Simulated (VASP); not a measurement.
# KZnF3 in VASP: a series of runs

The runs below take KZnF3 through single point, with PBEsol.

All numbers are computed with VASP 6.6.1; they aren't measurements. Logs are shortened: lines on timing, memory, paths and dates and some standing lists are left out, and cuts for length are marked.

## (1) The cell of the first run

The typed cell holds 5 atoms: a = 4.052 Å, b = 4.052 Å, c = 4.052 Å, α = 90.00°, β = 89.14°, γ = 90.00°.

## (2) Single point, PBEsol

File INCAR:

```
SYSTEM = KZnF3
PREC = Accurate ; ENCUT = 520
EDIFF = 1E-7 ; ISMEAR = 0
SIGMA = 0.02 ; LREAL = .False.
LASPH = .True. ; NELM = 80
ALGO = Normal ; ISIF = 2
LWAVE = .False. ; LCHARG = .False.
GGA = PS ; NBANDS = 29
```

File KPOINTS:

```
regular mesh
0
Gamma
  6 6 6
  0 0 0
```

File POSCAR:

```
KZnF3
1.0
    4.0519406020      0.0000000000      0.0000000000
    0.0000000000      4.0519406020      0.0000000000
    0.0607791090      0.0000000000      4.0519406020
K Zn F
1 1 3
Direct
    0.0000000000      0.0000000000      0.0000000000
    0.5000000000      0.5000000000      0.5000000000
    0.0000000000      0.5000000000      0.5000000000
    0.5000000000      0.0000000000      0.5000000000
    0.5000000000      0.5000000000      0.0000000000
```

Potentials or basis: VASP PAW PBE potentials, release 64 (K_sv, Zn, F).

Run with:

```
> cat potpaw_PBE.64/K_sv/POTCAR potpaw_PBE.64/Zn/POTCAR potpaw_PBE.64/F/POTCAR > POTCAR
> mpirun -np 1 vasp_std > vasp.out
```

OUTCAR:

```text
SYSTEM = KZnF3
   PREC = Accurate
   ENCUT = 520
   EDIFF = 1E-7
   ISMEAR = 0
   LREAL = .False.
   LASPH = .True.
   NELM = 80
   ISIF = 2
   GGA = PS

 ion  position               nearest neighbor table
   1  0.000  0.000  0.000-   4 2.84   4 2.84
   2  0.500  0.500  0.500-   3 2.03   4 2.03   4 2.03   3 2.03   5 2.03   5 2.03
   3  0.000  0.500  0.500-   2 2.03   2 2.03
   4  0.500  0.000  0.500-   2 2.03   2 2.03   1 2.84   1 2.84
   5  0.500  0.500  0.000-   2 2.03   2 2.03

  LATTYP: Found a simple monoclinic cell.
 ALAT       =     4.0519406020
 B/A-ratio  =     1.0000000000
 C/A-ratio  =     1.0001124937
 COS(beta)  =    -0.0149983128

  Lattice vectors:

 A1 = (   4.0519406020,   0.0000000000,   0.0000000000)
 A2 = (   0.0000000000,  -4.0519406020,   0.0000000000)
 A3 = (  -0.0607791090,   0.0000000000,  -4.0519406020)

Analysis of symmetry for initial positions (statically):
=====================================================================
 Subroutine PRICEL returns:
 Original cell was already a primitive cell.

 Routine SETGRP: Setting up the symmetry group for a
 simple monoclinic supercell.

 Subroutine GETGRP returns: Found  4 space group operations
 (whereof  4 operations were pure point group operations)
 out of a pool of  4 trial point group operations.

The static configuration has the point symmetry C_2h.

Analysis of symmetry for dynamics (positions and initial velocities):
=====================================================================
 Subroutine PRICEL returns:
 Original cell was already a primitive cell.

 Routine SETGRP: Setting up the symmetry group for a
 simple monoclinic supercell.

 Subroutine GETGRP returns: Found  4 space group operations
 (whereof  4 operations were pure point group operations)
 out of a pool of  4 trial point group operations.

The dynamic configuration has the point symmetry C_2h.

 Subroutine INISYM returns: Found  4 space group operations
 (whereof  4 operations are pure point group operations),
 and found     1 'primitive' translations

----------------------------------------------------------------------------------------

                                     Primitive cell

  volume of cell :      66.5257

  direct lattice vectors                    reciprocal lattice vectors
     4.051940602  0.000000000  0.000000000     0.246795326  0.000000000 -0.003701930
     0.000000000  4.051940602  0.000000000     0.000000000  0.246795326  0.000000000
     0.060779109  0.000000000  4.051940602     0.000000000  0.000000000  0.246795326

  length of vectors
     4.051940602  4.051940602  4.052396420     0.246823088  0.246795326  0.246795326

  position of ions in fractional coordinates (direct lattice)
     0.000000000  0.000000000  0.000000000
     0.500000000  0.500000000  0.500000000
     1.000000000  0.500000000  0.500000000
     0.500000000  0.000000000  0.500000000
     0.500000000  0.500000000  0.000000000

  ion indices of the primitive-cell ions
   primitive index   ion index
                 1           1
                 2           2
                 3           3
                 4           4
                 5           5

----------------------------------------------------------------------------------------

 KPOINTS: regular mesh

Automatic generation of k-mesh.
 Grid dimensions read from file:
 generate k-points for:    6    6    6

 Generating k-lattice:

  Cartesian coordinates                     Fractional coordinates (reciprocal lattice)
     0.041132554  0.000000000 -0.000616988     0.166666667  0.000000000  0.000000000
     0.000000000  0.041132554  0.000000000     0.000000000  0.166666667  0.000000000
     0.000000000  0.000000000  0.041132554     0.000000000  0.000000000  0.166666667

  Length of vectors
     0.041137181  0.041132554  0.041132554

  Shift w.r.t. Gamma in fractional coordinates (k-lattice)
     0.000000000  0.000000000  0.000000000

 Subroutine IBZKPT returns following result:
 ===========================================

 Found     80 irreducible k-points:

 Following reciprocal coordinates:
            Coordinates               Weight
  0.000000  0.000000  0.000000      1.000000
  0.166667  0.000000  0.000000      2.000000
  0.333333  0.000000  0.000000      2.000000
  0.500000  0.000000  0.000000      1.000000
  0.000000  0.166667  0.000000      2.000000
  0.166667  0.166667  0.000000      4.000000
[... 16 lines left out ...]
  0.000000  0.166667  0.166667      4.000000
  0.166667  0.166667  0.166667      4.000000
 [... further k-points ...]
   k-points           NKPTS =     80   k-points in BZ     NKDIM =     80   number of bands    NBANDS=     29
   number of dos      NEDOS =    301   number of ions     NIONS =      5
   total plane-waves  NPLWV =  27000
   dimension x,y,z NGX =    30 NGY =   30 NGZ =   30
   dimension x,y,z NGXF=    60 NGYF=   60 NGZF=   60
   ions per type =               1   1   3
   NGX,Y,Z   is equivalent  to a cutoff of  12.31, 12.31, 12.31 a.u.
   NGXF,Y,Z  is equivalent  to a cutoff of  24.62, 24.62, 24.61 a.u.
 SYSTEM =  KZnF3
   PREC   = accura    normal or accurate (medium, high low for compatibility)
   ISTART =      0    job   : 0-new  1-cont  2-samecut
   ICHARG =      2    charge: 1-file 2-atom 10-const
   ISPIN  =      1    spin polarized calculation?
   LNONCOLLINEAR =      F non collinear calculations
   LSORBIT =      F    spin-orbit coupling
   LASPH  =      T    aspherical Exc in radial PAW
   ENCUT  =  520.0 eV  38.22 Ry    6.18 a.u.   7.53  7.53  7.53*2*pi/ulx,y,z
   NELM   =     80;   NELMIN=  2; NELMDL= -5     # of ELM steps
   EDIFF  = 0.1E-06   stopping-criterion for ELM
   LREAL  =      F    real-space projection
   EDIFFG = 0.1E-05   stopping-criterion for IOM
   NSW    =      0    number of steps for IOM
   IBRION =     -1    ionic relax: 0-MD 1-quasi-New 2-CG
   NFREE  =      0    steps in history (QN), initial steepest desc. (CG)
   ISIF   =      2    stress and relaxation
   ISYM   =      2    0-nonsym 1-usesym 2-fastsym
   POTIM  = 0.5000    time-step for ionic-motion
   TEBEG  =    0.0;   TEEND  =   0.0 temperature during run
   PSTRESS=    0.0 pullay stress
   NELECT =      42.0000    total number of electrons
   NUPDOWN=      -1.0000    fix difference up-down
   EMIN   =  10.00;   EMAX   =-10.00  energy-range for DOS
   EFERMI =   0.00;   METHOD = LEGACY
   ISMEAR =     0;   SIGMA  =   0.02  broadening in eV -4-tet -1-fermi 0-gaus
   EFERMI_NEDOS =   21; number of points for ismear=-14 and -15
   IALGO  =     38    algorithm
   IMIX   =      4    mixing-type and parameters
     AMIX     =   0.40;   BMIX     =  1.00
     AMIX_MAG =   1.60;   BMIX_MAG =  1.00
  volume/ion in A,a.u.               =      13.31        89.79
  Fermi-wavevector in a.u.,A,eV,Ry     =   1.404413  2.653956 26.835805  1.972376
  Thomas-Fermi vector in A             =   2.526977
   LORBIT       =      0    0 simple, 1 ext, 2 COOP (PROOUT), +10 PAW based schemes
   GGA     = PS    functional components
   LHFCALC =     F    Hartree Fock is set to
   AEXX    =    0.0000 exact exchange contribution
   IVDW    =     0    specifies the selected vdW correction
   LEPSILON=     F    determine dielectric tensor
   LRPA    =     F    only Hartree local field effects (RPA)
 non-spin polarized calculation
 Gauss-broadening in eV      SIGMA  =   0.02
  energy-cutoff  :      520.00
  volume of cell :       66.53
 maximum number of plane-waves:      1811
   NGX = 15   NGY = 15   NGZ = 15

 number of electron      41.9999978 magnetization

 Free energy of the ion-electron system (eV)
  ---------------------------------------------------
  ext. energy  EPLUGINS =         0.00000000
  ---------------------------------------------------
  free energy    TOTEN  =       -21.33875550 eV

  energy without entropy =      -21.33875550  energy(sigma->0) =      -21.33875550

 E-fermi :  -0.7779     XC(G=0): -10.1321

 val. band max:       -0.8948837664   @ k =   0.5000   0.5000   0.5000
 cond. band min:       2.7382767158   @ k =   0.0000   0.0000   0.0000
 fundamental gap:      3.6331604822
 Fermi energy:        -0.7778588847

 k-point     1 :       0.0000    0.0000    0.0000
  band No.  band energies     occupation
      1     -27.7873      2.00000
      2     -22.3894      2.00000
      3     -21.7478      2.00000
      4     -21.7461      2.00000
      5     -11.3513      2.00000
      6     -11.3447      2.00000
[... 21 lines left out ...]
     28      10.1049      0.00000
     29      12.9971      0.00000

 k-point     2 :       0.1667    0.0000    0.0000
  band No.  band energies     occupation
      1     -27.7815      2.00000
      2     -22.3559      2.00000
      3     -21.7774      2.00000
      4     -21.7455      2.00000
      5     -11.3457      2.00000
      6     -11.3328      2.00000
[... 21 lines left out ...]
     28      10.1656      0.00000
     29      12.8502      0.00000

 k-point     3 :       0.3333    0.0000    0.0000
  band No.  band energies     occupation
      1     -27.7699      2.00000
      2     -22.2779      2.00000
      3     -21.8500      2.00000
      4     -21.7416      2.00000
      5     -11.3419      2.00000
      6     -11.3088      2.00000
[... 21 lines left out ...]
     28      10.3295      0.00000
     29      12.4566      0.00000

 k-point     4 :       0.5000    0.0000    0.0000
  band No.  band energies     occupation
      1     -27.7640      2.00000
      2     -22.2274      2.00000
      3     -21.8979      2.00000
      4     -21.7398      2.00000
      5     -11.3408      2.00000
      6     -11.2967      2.00000
[... 21 lines left out ...]
     28      11.2018      0.00000
     29      11.6416      0.00000

 k-point     5 :       0.0000    0.1667    0.0000
  band No.  band energies     occupation
      1     -27.7815      2.00000
      2     -22.3558      2.00000
      3     -21.7784      2.00000
      4     -21.7444      2.00000
      5     -11.3439      2.00000
      6     -11.3395      2.00000
[... 21 lines left out ...]
     28      10.1610      0.00000
     29      12.8566      0.00000
[... 510 lines left out ...]
     28      10.3547      0.00000
     29      12.0522      0.00000

 k-point    22 :      -0.1667    0.0000    0.1667
  band No.  band energies     occupation
      1     -27.7760      2.00000
      2     -22.3209      2.00000
      3     -21.7920      2.00000
      4     -21.7596      2.00000
      5     -11.3545      2.00000
      6     -11.3211      2.00000
[... 21 lines left out ...]
     28      10.2156      0.00000
     29      12.5078      0.00000

 k-point    23 :       0.0000    0.1667    0.1667
  band No.  band energies     occupation
      1     -27.7761      2.00000
      2     -22.3219      2.00000
      3     -21.7896      2.00000
      4     -21.7600      2.00000
      5     -11.3609      2.00000
      6     -11.3235      2.00000
[... 21 lines left out ...]
     28      10.1953      0.00000
     29      12.4317      0.00000

 k-point    24 :       0.1667    0.1667    0.1667
  band No.  band energies     occupation
      1     -27.7713      2.00000
      2     -22.2889      2.00000
      3     -21.7887      2.00000
      4     -21.7830      2.00000
      5     -11.3641      2.00000
      6     -11.3579      2.00000
[... 21 lines left out ...]
     28      10.2778      0.00000
     29      12.7194      0.00000

 [... further k-points ...]
[... 5 lines left out ...]
  --------------------------------------------------------------------------------------
  -------------------------------------------------------------------------------------
  Total        0.1496368      0.1491106      0.1517092      0.0000000      0.0000000     -0.2055399
  in kB        3.6037915      3.5911200      3.6537033      0.0000000      0.0000000     -4.9501413
  external PRESSURE =       3.6162049 kB  Pullay stress =       0.0000000 kB

 VOLUME and BASIS-vectors are now :
 -----------------------------------------------------------------------------
  energy-cutoff  :      520.00
  volume of cell :       66.53
      direct lattice vectors                 reciprocal lattice vectors
     4.051940602  0.000000000  0.000000000     0.246795326  0.000000000 -0.003701930
     0.000000000  4.051940602  0.000000000     0.000000000  0.246795326  0.000000000
     0.060779109  0.000000000  4.051940602     0.000000000  0.000000000  0.246795326

 POSITION                                       TOTAL-FORCE (eV/Angst)
 -----------------------------------------------------------------------------------
      0.00000      0.00000      0.00000        -0.000000      0.000000      0.000000
      2.05636      2.02597      2.02597         0.000000      0.000000      0.000000
      0.03039      2.02597      2.02597        -0.000000      0.000000      0.000000
      2.05636      0.00000      2.02597         0.000000      0.000000      0.000000
      2.02597      2.02597      0.00000        -0.000000      0.000000      0.000000
 -----------------------------------------------------------------------------------
    total drift:                                0.000000      0.000000     -0.000000

  FREE ENERGIE OF THE ION-ELECTRON SYSTEM (eV)
  ---------------------------------------------------
  free  energy   TOTEN  =       -21.3387555031 eV

  energy  without entropy=      -21.3387555031  energy(sigma->0) =      -21.33875550
```

Run time: 66 s. Hardware: 1 thread of Intel Xeon 6975P-C (Granite Rapids), shared host; peak memory 0.27 GiB.

Results:

| Property | Result |
| --- | --- |
| Free energy | -21.3388 eV |
| Pressure | 0.4 GPa |
| Band gap on the k mesh | 3.63 eV (least direct gap 5.45 eV) |

Caveat: the PAW data sets were made with another functional, which shifts forces and pressure a little. A k mesh can miss the band edges.

## (3) Single point, PBEsol (shear of c along a, cell held: +3.0 %)

File INCAR:

```
SYSTEM = KZnF3
  PREC = Accurate
  ENCUT = 520
  EDIFF = 1E-7
  ISMEAR = 0
  SIGMA = 0.02
  LREAL = .FALSE.
  LASPH = .TRUE.
  NELM = 100
  ALGO = Normal
  ISIF = 2
  LWAVE = .FALSE.
  LCHARG = .FALSE.
  GGA = PS
  NBANDS = 29
```

File KPOINTS:

```
Automatic mesh
0
G
  6 6 6
  0 0 0
```

Changes to POSCAR since step 2:

```diff
@@ -4,3 +4,3 @@
     0.0000000000      4.0519406020      0.0000000000
-    0.0607791090      0.0000000000      4.0519406020
+    0.1215582181      0.0000000000      4.0519406020
 K Zn F
```

Potentials or basis: VASP PAW PBE potentials, release 64 (K_sv, Zn, F).

Run with:

```
> cat potpaw_PBE.64/K_sv/POTCAR potpaw_PBE.64/Zn/POTCAR potpaw_PBE.64/F/POTCAR > POTCAR
> mpirun -np 1 vasp_std > vasp.out
```

OUTCAR:

```text
SYSTEM = KZnF3
   PREC = Accurate
   ENCUT = 520
   EDIFF = 1E-7
   ISMEAR = 0
   LREAL = .FALSE.
   LASPH = .TRUE.
   NELM = 100
   ISIF = 2
   GGA = PS

 ion  position               nearest neighbor table
   1  0.000  0.000  0.000-   4 2.82   4 2.82
   2  0.500  0.500  0.500-   3 2.03   4 2.03   4 2.03   3 2.03   5 2.03   5 2.03
   3  0.000  0.500  0.500-   2 2.03   2 2.03
   4  0.500  0.000  0.500-   2 2.03   2 2.03   1 2.82   1 2.82
   5  0.500  0.500  0.000-   2 2.03   2 2.03

[... 973 lines left out ...]
  --------------------------------------------------------------------------------------
  -------------------------------------------------------------------------------------
  Total        0.1472402      0.1480266      0.1556187      0.0000000      0.0000000     -0.4128183
  in kB        3.5460743      3.5650122      3.7478575      0.0000000      0.0000000     -9.9421506
  external PRESSURE =       3.6196480 kB  Pullay stress =       0.0000000 kB

 VOLUME and BASIS-vectors are now :
 -----------------------------------------------------------------------------
  energy-cutoff  :      520.00
  volume of cell :       66.53
      direct lattice vectors                 reciprocal lattice vectors
     4.051940602  0.000000000  0.000000000     0.246795326  0.000000000 -0.007403860
     0.000000000  4.051940602  0.000000000     0.000000000  0.246795326  0.000000000
     0.121558218  0.000000000  4.051940602     0.000000000  0.000000000  0.246795326

 POSITION                                       TOTAL-FORCE (eV/Angst)
 -----------------------------------------------------------------------------------
      0.00000      0.00000      0.00000        -0.000000      0.000000      0.000000
      2.08675      2.02597      2.02597        -0.000000      0.000000      0.000000
      0.06078      2.02597      2.02597         0.000000      0.000000      0.000000
      2.08675      0.00000      2.02597        -0.000000      0.000000      0.000000
      2.02597      2.02597      0.00000         0.000000      0.000000      0.000000
 -----------------------------------------------------------------------------------
    total drift:                                0.000000      0.000000     -0.000000

  FREE ENERGIE OF THE ION-ELECTRON SYSTEM (eV)
  ---------------------------------------------------
  free  energy   TOTEN  =       -21.3341177378 eV

  energy  without entropy=      -21.3341177378  energy(sigma->0) =      -21.33411774
```

OSZICAR:

```text
N       E                     dE             d eps       ncg     rms          rms(c)
DAV:   1     0.436059867527E+03    0.43606E+03   -0.22130E+04  4645   0.174E+03
DAV:   2     0.176810010552E+02   -0.41838E+03   -0.39768E+03  5067   0.448E+02
DAV:   3    -0.222178858864E+02   -0.39899E+02   -0.39583E+02  5442   0.143E+02
DAV:   4    -0.232067732311E+02   -0.98889E+00   -0.98606E+00  7043   0.212E+01
DAV:   5    -0.232201378486E+02   -0.13365E-01   -0.13360E-01  5534   0.217E+00    0.107E+01
DAV:   6    -0.213209126745E+02    0.18992E+01   -0.50883E+00  6585   0.341E+01    0.700E+00
DAV:   7    -0.213649603651E+02   -0.44048E-01   -0.13028E+00  5215   0.703E+00    0.451E+00
DAV:   8    -0.213760815981E+02   -0.11121E-01   -0.52010E-01  6301   0.139E+01    0.166E+00
DAV:   9    -0.213374922065E+02    0.38589E-01   -0.88824E-02  7139   0.865E+00    0.597E-01
DAV:  10    -0.213339255858E+02    0.35666E-02   -0.60936E-02  6782   0.543E+00    0.220E-01
DAV:  11    -0.213343016286E+02   -0.37604E-03   -0.93757E-03  5160   0.762E-01    0.140E-01
DAV:  12    -0.213344395931E+02   -0.13796E-03   -0.33427E-04  5271   0.316E-01    0.151E-01
DAV:  13    -0.213340984230E+02    0.34117E-03   -0.15391E-03  7179   0.114E+00    0.121E-02
DAV:  14    -0.213341186341E+02   -0.20211E-04   -0.18651E-04  5135   0.936E-02    0.868E-03
DAV:  15    -0.213341184103E+02    0.22378E-06   -0.15742E-06  6276   0.885E-03    0.609E-03
DAV:  16    -0.213341177606E+02    0.64964E-06   -0.33932E-06  6630   0.201E-02    0.156E-03
DAV:  17    -0.213341177378E+02    0.22866E-07   -0.28016E-07  4500   0.515E-03
   1 F= -.21334118E+02 E0= -.21334118E+02  d E =-.175790E-46
```

Wall time 66 s (1 thread of Intel Xeon 6975P-C (Granite Rapids), shared host); peak memory 0.26 GiB.

What came out:

| Property | Result |
| --- | --- |
| Free energy | -21.3341 eV |
| Pressure | 0.4 GPa |
| Band gap on the k mesh | 3.63 eV (least direct gap 5.42 eV) |

Stress tensor (GPa, compression positive):
```
 0.35  0.00 -0.99
 0.00  0.36  0.00
-0.99  0.00  0.37
```

Levels at points of the mesh, in eV from the valence-band top:
| k point | band 17 | band 18 | band 19 | band 20 | band 21 | band 22 | band 23 | band 24 | band 25 | band 26 |
| --- | --- | --- | --- | --- | --- | --- | --- | --- | --- | --- |
| (0.00, 0.00, 0.00) | -2.05 | -2.03 | -1.89 | -1.85 | -1.78 | 3.63 | 8.59 | 8.60 | 9.23 | 10.93 |
| (0.50, 0.00, 0.00) | -2.02 | -2.02 | -1.69 | -1.69 | -1.60 | 6.43 | 8.15 | 9.56 | 11.00 | 11.02 |
| (0.00, 0.50, 0.00) | -2.12 | -1.92 | -1.70 | -1.69 | -1.60 | 6.43 | 8.16 | 9.57 | 10.85 | 11.16 |
| (0.50, 0.50, 0.00) | -2.06 | -1.79 | -1.78 | -1.49 | 0.00 | 7.92 | 9.96 | 9.97 | 10.03 | 11.37 |
| (0.00, 0.00, 0.50) | -2.02 | -2.02 | -1.69 | -1.69 | -1.60 | 6.43 | 8.15 | 9.55 | 11.00 | 11.03 |
| (0.50, 0.00, 0.50) | -2.06 | -1.79 | -1.77 | -1.49 | 0.00 | 7.92 | 9.95 | 9.99 | 10.03 | 11.35 |
| (0.00, 0.50, 0.50) | -2.06 | -1.79 | -1.78 | -1.49 | -0.01 | 7.92 | 9.96 | 9.97 | 10.02 | 11.38 |
| (0.50, 0.50, 0.50) | -1.48 | -1.47 | -1.47 | 0.00 | 0.00 | 8.16 | 8.29 | 8.40 | 10.10 | 12.07 |

Caveat: the cell differs from its parent crystal (shear of c along a, cell held: +3.0 %); the PAW data sets were made with another functional, which shifts forces and pressure a little.

(Part 1 of 2 ends here.)
